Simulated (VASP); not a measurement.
**CdTe: single point with PBEsol**

System: CdTe, a sheet with vacuum.

```xyz
2
Lattice="3.0380 0.0000 0.0000 0.0000 3.0380 0.0000 0.0000 0.0000 31.5700" Properties=species:S:1:pos:R:3 pbc="T T T"
Cd    0.0000    0.0000    7.5257
Te    1.5190    1.5190   10.4743
```

| Item | Value |
| --- | --- |
| Program | VASP 6.6.1 |
| Task | single point |
| Functional | PBEsol |
| Potentials or basis | VASP PAW PBE potentials, release 64 (Cd, Te) |
| Cutoff | 520 eV |
| k mesh | 9 × 9 × 1 |
| Occupations | fermi-dirac, width 0.05 eV |
| Spin | no spin polarisation |

- Largest force: 0.039 eV/Å
- Band gap on the k mesh: zero (bands 9 and 10 overlap by 2.28 eV)

Forces on the atoms (eV/Å):
```
Cd   0.000  0.000  0.039
Te   0.000  0.000 -0.039
```

Levels at points of the mesh, in eV from the Fermi level:
| k point | band 5 | band 6 | band 7 | band 8 | band 9 | band 10 | band 11 | band 12 | band 13 | band 14 |
| --- | --- | --- | --- | --- | --- | --- | --- | --- | --- | --- |
| (0.00, 0.00, 0.00) | -7.94 | -7.75 | -5.73 | -2.90 | 1.63 | 2.88 | 2.88 | 4.07 | 4.42 | 4.67 |

Run time: 120 s on 1 thread of Intel(R) Xeon(R) Platinum 8259CL CPU @ 2.50GHz (Skylake/Cascade Lake), with other jobs on the host, peak memory 0.39 GiB.

Caveat: the PAW data sets were made with another functional, which shifts forces and pressure a little; spin-orbit coupling is left out, which moves the levels of the heavy elements.
